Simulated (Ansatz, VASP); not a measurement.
# Two plane-wave programs on Zn4SnN

```
Zn Sn N
1.0
     0.00000    3.63531    3.63531
     3.63531    0.00000    3.63531
     3.63531    3.63531    0.00000
Zn Sn N
4 1 1
Direct
  0.37273 0.87576 0.87576
  0.87576 0.37273 0.87576
  0.87576 0.87576 0.37273
  0.87576 0.87576 0.87576
  0.50000 0.50000 0.50000
  0.25000 0.25000 0.25000
```

Change from the starting cell: species swapped into the DyNi4Au type (F-43m, No. 216).

Alike in both runs: functional PBE; k mesh 10 × 10 × 10; occupations gaussian, width 0.1 eV; no spin polarisation.

Ansatz relaxed the structure, and its values are those at the end. VASP's run is a single point on that final structure, the one shown.

|  | VASP | Ansatz |
| --- | --- | --- |
| version | VASP 6.6.1 | Ansatz 0.2.0 |
| potentials or method | VASP PAW PBE potentials, release 64 (Zn, Sn_d, N), cutoff 520 eV | scalar-relativistic, plane waves, PAW |
| valence electrons in the cell | 67 | 67 |

|  | VASP | Ansatz | Ansatz less VASP |
| --- | --- | --- | --- |
| gap on the k mesh at the Fermi level (eV) | none | none | - |
| pressure (GPa) | 0.2 | 0.0 | -0.21 |

A gap of «none» marks a metal or a gap that the smearing closes.
